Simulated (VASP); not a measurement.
A run of VASP 6.6.1:

File POSCAR:

```
Os
1.0
    2.7157497827      0.0000000000      0.0000000000
   -1.3578748913      2.3519083021      0.0000000000
    0.0000000000      0.0000000000      4.2907078513
Os
2
Direct
    0.6666666667      0.3333333333      0.7500000000
    0.3333333333      0.6666666667      0.2500000000
```

INCAR.step1

```
SYSTEM = Os
PREC = Accurate ; ENCUT = 520
ISMEAR = -1 ; SIGMA = 0.05
LREAL = .FALSE. ; LASPH = .TRUE.
NELM = 100 ; NBANDS = 15
GGA = PE ; ALGO = Normal
EDIFF = 1E-4 ; LWAVE = .TRUE.
LCHARG = .FALSE.
```

Contents of INCAR.step2:

```
SYSTEM = Os
PREC = Accurate ; ENCUT = 520
EDIFF = 1E-6 ; ISMEAR = -1
SIGMA = 0.05 ; LREAL = .FALSE.
LASPH = .TRUE. ; NELM = 100
ALGO = Normal ; ISIF = 2
LWAVE = .FALSE. ; LCHARG = .TRUE.
METAGGA = R2SCAN ; LMIXTAU = .TRUE.
LELF = .TRUE. ; LVHAR = .TRUE.
NBANDS = 15 ; ISTART = 1
```

Contents of KPOINTS:

```
Automatic mesh
0
G
  11 11 6
  0 0 0
```

Potentials or basis: VASP PAW PBE potentials, release 64 (Os).

Run with:

```console
$ cat potpaw_PBE.64/Os/POTCAR > POTCAR
$ cp INCAR.step1 INCAR
$ mpirun -np 1 vasp_std > vasp.out
$ cp INCAR.step2 INCAR
$ mpirun -np 1 vasp_std > vasp.out
```

Hardware: 1 thread of Intel Xeon 8259CL, with other jobs on the host.

How long does it take, and how much memory?

Run time: 100 s on 1 thread of Intel Xeon 8259CL, with other jobs on the host, peak memory 0.13 GiB. Counts: k points 64.
